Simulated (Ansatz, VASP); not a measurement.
## Two plane-wave programs on Mn2ZnAs2

File INCAR:

```
SYSTEM = Mn2ZnAs2
ALGO     = Fast           ! electronic algorithm
EDIFF    = 1E-7           ! SCF threshold, eV
ENCUT    = 520            ! plane-wave cutoff, eV
GGA      = PE             ! functional
ISIF     = 2              ! what is computed and relaxed
ISMEAR   = 0              ! smearing method
ISPIN    = 2              ! spin polarisation
LASPH    = .TRUE.         ! aspherical terms in the spheres
LCHARG   = .FALSE.        ! write CHGCAR
LMAXMIX  = 4              ! l up to which the mixer works
LORBIT   = 11             ! projections on sites
LREAL    = .FALSE.        ! projectors in reciprocal space
LWAVE    = .FALSE.        ! write WAVECAR
MAGMOM   = 3.5 -3.5 0 0 0 ! initial moments
NBANDS   = 36             ! bands
NELM     = 150            ! most SCF steps
PREC     = Accurate       ! precision mode
SIGMA    = 0.05           ! smearing width, eV
```

The input KPOINTS:

```
k-points
0
G
  6 6 4
  0 0 0
```

The input POSCAR:

```
Mn2ZnAs2
1.0
    4.0990007150      0.0000000000      0.0000000000
   -2.0495003575      3.5498387493      0.0000000000
    0.0000000000      0.0000000000      6.5719998482
Mn Zn As
2 1 2
Direct
    0.3333333333      0.6666666667      0.3694400000
    0.6666666667      0.3333333333      0.6305600000
    0.0000000000      0.0000000000      0.0000000000
    0.3333333333      0.6666666667      0.7679300000
    0.6666666667      0.3333333333      0.2320700000
```

Input for Ansatz:

```yaml
crystal:
  lattice:
    - [4.099000715, 0.0, 0.0]
    - [-2.0495003575, 3.5498387493, 0.0]
    - [0.0, 0.0, 6.5719998482]
  atoms:
    - { symbol: Mn, position: [0.3333333333, 0.6666666667, 0.36944], spin: 3.5 }
    - { symbol: Mn, position: [0.6666666667, 0.3333333333, 0.63056], spin: -3.5 }
    - { symbol: Zn, position: [0.0, 0.0, 0.0] }
    - { symbol: As, position: [0.3333333333, 0.6666666667, 0.76793] }
    - { symbol: As, position: [0.6666666667, 0.3333333333, 0.23207] }
basis:
  ecutwfc: 420
  ecutrho_ratio: 4
kpoints:
  mp_grid: { grid: [6, 6, 4] }
hamiltonian:
  xc: pbe
scf:
  occupations: { method: gaussian, width: 0.05 }
output:
  forces: true
  stress: true
  eigenvalues: true
  populations: true
magnetization:
  spin_polarized: true
```

Alike in both runs: task single point; functional PBE; k mesh 6 × 6 × 4; occupations gaussian, width 0.05 eV; collinear spin.

|  | VASP | Ansatz |
| --- | --- | --- |
| version | VASP 6.6.1 | Ansatz 0.2.0 |
| potentials or method | VASP PAW PBE potentials, release 64 (Mn_pv, Zn, As), cutoff 520 eV | scalar-relativistic, plane waves, PAW |
| valence electrons in the cell | 48 | 72 |

|  | VASP | Ansatz | Ansatz less VASP |
| --- | --- | --- | --- |
| gap on the k mesh at the Fermi level (eV) | none | none | - |
| pressure (GPa) | -2.8 | -2.9 | -0.15 |
| traceless stress, the component that is largest in VASP (GPa) | -1.98 | -1.98 | -0.002 |
| rms of the force components (eV/Å) | 0.247 | 0.251 | +0.0035 |
| net moment per atom (μB) | 0.00 | 0.00 | 0.000 |
| size of the moment on the site where the two differ most (μB) | 3.71 | 3.63 | -0.081 |

Site moments also hang on the region over which each program counts them. Atom by atom the forces differ by 0.004 eV/Å (rms over components). A gap of «none» marks a metal or a gap that the smearing closes. The functional is the same, so the differences come from potentials, cutoffs and numerics. VASP's potentials hold 48 valence electrons a cell and Ansatz's 72, so a difference there can come from the potentials and not from the codes.
